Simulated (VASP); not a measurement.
Input of a VASP 6.6.1 run:

File INCAR:

```
SYSTEM = CoO
ALGO = Normal
EDIFF = 1E-6
ENCUT = 600
GGA = PE
GGA_COMPAT = .FALSE.
ISIF = 2
ISMEAR = -1
ISPIN = 2
LASPH = .TRUE.
LCHARG = .TRUE.
LELF = .TRUE.
LMAXMIX = 4
LORBIT = 11
LREAL = .FALSE.
LVHAR = .TRUE.
LWAVE = .FALSE.
MAGMOM = 2.5 0
NBANDS = 18
NELM = 200
PREC = Accurate
SIGMA = 0.1
```

File KPOINTS:

```
k-points
0
G
  10 10 10
  0 0 0
```

File POSCAR:

```
CoO
1.0
    0.0000000000      2.1315000000      2.1315000000
    2.1315000000      0.0000000000      2.1315000000
    2.1315000000      2.1315000000      0.0000000000
Co O
1 1
Direct
    0.0000000000      0.0000000000      0.0000000000
    0.5000000000      0.5000000000      0.5000000000
```

Potentials or basis: VASP PAW PBE potentials, release 64 (Co, O).

Run with:

```console
$ cat potpaw_PBE.64/Co/POTCAR potpaw_PBE.64/O/POTCAR > POTCAR
$ mpirun -np 1 vasp_std > vasp.out
```

Question: Predict the net moment.

Answer: 2.85 μB per cell.

Question: What does it give for the pressure?

Answer: -2.5 GPa.

Question: Estimate the site moments.

Answer: Co +2.52; O +0.28 μB.

Caveat: a cell with one magnetic atom can't hold antiferromagnetic order, which such compounds often take.
